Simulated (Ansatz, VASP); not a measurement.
# Al3VN4: VASP beside Ansatz

```
Al V N
1.0
     2.91197   -4.13751    0.00000
     2.91197    4.13751    0.00000
     0.00000    0.00000    2.87814
Al V N
3 1 4
Cartesian
  1.4560 2.0688 1.4391
  1.4560 -2.0688 1.4391
  2.9120 0.0000 0.0000
  0.0000 0.0000 0.0000
  2.9120 -2.0293 0.0000
  4.3183 0.0000 1.4391
  1.5056 0.0000 1.4391
  2.9120 2.0293 0.0000
```

Alike in both runs: functional PBE; k mesh 8 × 8 × 14; occupations gaussian, width 0.1 eV; collinear spin.

Ansatz relaxed the structure, and its values are those at the end. VASP's run is a single point on that final structure, the one shown.

|  | VASP | Ansatz |
| --- | --- | --- |
| version | VASP 6.6.1 | Ansatz 0.2.0 |
| potentials or method | VASP PAW PBE potentials, release 64 (Al, V_sv, N), cutoff 520 eV | scalar-relativistic, plane waves, PAW |
| valence electrons in the cell | 42 | 42 |

Ansatz gave:

```
gap on the k mesh at the Fermi level (eV)                     : none
pressure (GPa)                                                : 0.0
rms of the force components (eV/Å)                            : 0.000
net moment per atom (μB)                                      : 0.23
size of the moment on the site where the two differ most (μB) : 1.32
```

Task: What did VASP give for the same quantities?

Result: gap on the k mesh at the Fermi level (eV): none; pressure (GPa): 0.0; rms of the force components (eV/Å): 0.012; net moment per atom (μB): 0.23; size of the moment on the site where the two differ most (μB): 1.58.

Site moments also hang on the region over which each program counts them. A gap of «none» marks a metal or a gap that the smearing closes. The functional is the same, so the differences come from potentials, cutoffs and numerics.
